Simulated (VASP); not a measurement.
Input of a VASP 6.6.1 run:

Contents of INCAR:

```
ALGO = Normal
EDIFF = 1E-6
ENCUT = 520
GGA = PE
ISIF = 2
ISMEAR = -1
LASPH = T
LCHARG = F
LREAL = F
LWAVE = F
NBANDS = 12
NELM = 60
PREC = Accurate
SIGMA = 0.08
```

The input KPOINTS:

```
k-points
0
Gamma
  12 12 11
```

Contents of POSCAR:

```
La
1.0
    3.1639065669      0.0000000000      0.0000000000
   -1.5819532834      2.7400234621      0.0000000000
    0.0000000000      0.0000000000      2.9833622072
La
1
Direct
    0.0000000000      0.0000000000      0.0000000000
```

Potentials or basis: VASP PAW PBE potentials, release 64 (La).

Launch:

```console
$ cat potpaw_PBE.64/La/POTCAR > POTCAR
$ mpirun -np 1 vasp_std > vasp.out
```

Problem. Estimate the pressure.

Solution. 14.6 GPa.
